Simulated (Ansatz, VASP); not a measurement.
SrTe in VASP and in Ansatz

INCAR

```
SYSTEM = SrTe
PREC = Accurate
ENCUT = 400
EDIFF = 1E-8
ISMEAR = -1
SIGMA = 0.03
LREAL = .FALSE.
LASPH = .TRUE.
NELM = 120
ALGO = Normal
ISIF = 2
LWAVE = .FALSE.
LCHARG = .FALSE.
GGA = PE
LEFG = .TRUE.
NBANDS = 15
GGA_COMPAT = .FALSE.
```

Contents of KPOINTS:

```
Automatic mesh
0
G
  11 11 11
  0 0 0
```

File POSCAR:

```
SrTe
1.0
    0.0000000000      3.3591786648      3.3591786648
    3.3591786648      0.0000000000      3.3591786648
    3.3591786648      3.3591786648      0.0000000000
Sr Te
1 1
Direct
    0.0000000000      0.0000000000      0.0000000000
    0.5000000000      0.5000000000      0.5000000000
```

Input for Ansatz:

```yaml
crystal:
  lattice:
    - [0.0, 3.3591786648, 3.3591786648]
    - [3.3591786648, 0.0, 3.3591786648]
    - [3.3591786648, 3.3591786648, 0.0]
  atoms:
    - { symbol: Sr, position: [0.0, 0.0, 0.0] }
    - { symbol: Te, position: [0.5, 0.5, 0.5] }
kpoints:
  mp_grid: { grid: [11, 11, 11] }
  band_path:
    path:
      - [0.0, 0.0, 0.0]
      - [0.5, 0.0, 0.5]
      - [0.625, 0.25, 0.625]
      - [0.375, 0.375, 0.75]
      - [0.0, 0.0, 0.0]
      - [0.5, 0.5, 0.5]
      - [0.5, 0.25, 0.75]
      - [0.5, 0.0, 0.5]
    npoints: 8
scf:
  occupations: { method: fermi_dirac, width: 0.03 }
hamiltonian:
  xc: pbe
  pseudopotentials: { kind: all_electron, datasets: crystal }
output:
  forces: true
  stress: true
  eigenvalues: true
  efg: { contact_densities: true }
```

Alike in both runs: task electric field gradients; functional PBE; k mesh 11 × 11 × 11; occupations fermi-dirac, width 0.03 eV; no spin polarisation.

|  | VASP | Ansatz |
| --- | --- | --- |
| version | VASP 6.6.1 | Ansatz 0.2.0 |
| potentials or method | VASP PAW PBE potentials, release 64 (Sr_sv, Te), cutoff 400 eV | all-electron PAW with datasets made for the crystal, scalar-relativistic |

Ansatz gave:

* gap on the k mesh at the Fermi level (eV): 1.80
* pressure (GPa): 0.0

Q: Estimate VASP's values.

A: gap on the k mesh at the Fermi level (eV): 1.78; pressure (GPa): 0.1.

Ansatz ran all-electron here, and VASP with PAW potentials.

Spin-orbit coupling is off throughout.
